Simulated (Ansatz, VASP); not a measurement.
**One calculation of Ge2Sb2O, two programs**

```
Ge Sb O
1.0
    -2.19195    2.19195    5.25571
     2.19195   -2.19195    5.25571
     2.19195    2.19195   -5.25571
Ge Sb O
2 2 1
Direct
  0.62962 0.62962 0.00000
  0.37038 0.37038 0.00000
  0.75000 0.25000 0.50000
  0.25000 0.75000 0.50000
  0.00000 0.00000 0.00000
```

Change from the starting cell: species swapped into the TbNi2Ge2 type (I4/mmm, No. 139).

Alike in both runs: task relaxation of cell and atoms; functional PBE; k mesh 6 × 6 × 6; occupations gaussian, width 0.1 eV; no spin polarisation.

|  | VASP | Ansatz |
| --- | --- | --- |
| version | VASP 6.6.1 | Ansatz 0.2.0 |
| potentials or method | VASP PAW PBE potentials, release 64 (Ge_d, Sb, O), cutoff 600 eV | scalar-relativistic, plane waves, PAW |
| valence electrons in the cell | 44 | 64 |

VASP gave:

| Quantity | Value |
| --- | --- |
| gap on the k mesh at the Fermi level, each at its own relaxed structure (eV) | none |
| relaxed volume (Å³/atom) | 21.99 |
| relaxed length of the cell vector where the two differ most in proportion (Å) | 5.242 |

What did Ansatz give for the same quantities?

gap on the k mesh at the Fermi level, each at its own relaxed structure (eV): none; relaxed volume (Å³/atom): 22.57; relaxed length of the cell vector where the two differ most in proportion (Å): 5.285.

A gap of «none» marks a metal or a gap that the smearing closes. VASP's potentials hold 44 valence electrons a cell and Ansatz's 64, so a difference there can come from the potentials and not from the codes.

Neither program's run includes spin-orbit coupling.
